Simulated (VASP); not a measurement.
A run of VASP 6.6.1 is set up as follows.

Contents of INCAR:

```
PREC = Accurate ; ENCUT = 520
EDIFF = 1E-8 ; ISMEAR = 0
SIGMA = 0.01 ; LREAL = F
LASPH = T ; NELM = 80
ALGO = Normal ; ISIF = 2
LWAVE = F ; LCHARG = F
NBANDS = 11 ; IBRION = 8
NSW = 1 ; LEPSILON = T
```

Contents of KPOINTS:

```
Automatic mesh
0
Gamma
  10 10 10
```

The input POSCAR:

```
BAs
1.0
    0.0000000000      2.3817093096      2.3817093096
    2.3817093096      0.0000000000      2.3817093096
    2.3817093096      2.3817093096      0.0000000000
B As
1 1
Direct
    0.0000000000      0.0000000000      0.0000000000
    0.7500000000      0.7500000000      0.7500000000
```

Potentials or basis: VASP PAW LDA potentials, release 64 (B, As).

Command:

```console
$ cat potpaw_LDA.64/B/POTCAR potpaw_LDA.64/As/POTCAR > POTCAR
$ mpirun -np 1 vasp_std > vasp.out
```

**Question.** Estimate the electronic dielectric tensor (diagonal).

**Answer.** 9.81.

**Question.** What does it give for the Born charges (mean of the diagonal)?

**Answer.** B -0.52; As +0.52 e.

**Question.** Predict the highest phonon frequency at Γ, LO-TO splitting left out.

**Answer.** 691 cm⁻¹.

Born effective charge tensors (e):
atom 1, B
```
-0.52  0.00  0.00
 0.00 -0.52  0.00
 0.00  0.00 -0.52
```
atom 2, As
```
0.52 0.00 0.00
0.00 0.52 0.00
0.00 0.00 0.52
```

Caveat: the cell stands under pressure or tension, which shifts response properties.
